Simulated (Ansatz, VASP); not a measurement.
## One calculation of Pd, two programs

```
Pd
1.0
     4.34578    0.00000    0.00000
    -2.17289    3.76355    0.00000
     0.00000    0.00000    2.57603
Pd
3
Direct
  0.00000 0.00000 0.00000
  0.33333 0.66667 0.50000
  0.66667 0.33333 0.50000
```

Alike in both runs: task single point; functional r2SCAN; k mesh 9 × 9 × 13; occupations fermi-dirac, width 0.05 eV; collinear spin.

|  | VASP | Ansatz |
| --- | --- | --- |
| version | VASP 6.6.1 | Ansatz 0.2.0 |
| potentials or method | VASP PAW PBE potentials, release 64 (Pd), cutoff 520 eV | plane waves (500 eV) with PAW, scalar-relativistic |
| valence electrons in the cell | 30 | 54 |

Ansatz gave:

| Property | Result |
| --- | --- |
| pressure (GPa) | 18.6 |
| traceless stress, the component that is largest in VASP (GPa) | 0.79 |
| net moment per atom (μB) | 0.25 |
| size of the moment on the site where the two differ most (μB) | 0.26 |

Q: What did VASP give for the same quantities?

A: Pressure (GPa): 19.4; traceless stress, the component that is largest in VASP (GPa): 0.03; net moment per atom (μB): 0.00; size of the moment on the site where the two differ most (μB): 0.00.

The net moments are unlike, so the other rows may belong to different states. VASP's potentials were made for PBE, not for r2SCAN. Site moments also hang on the region over which each program counts them. VASP's potentials hold 30 valence electrons a cell and Ansatz's 54, so a difference there can come from the potentials and not from the codes. Ansatz's warnings: stability check not made.
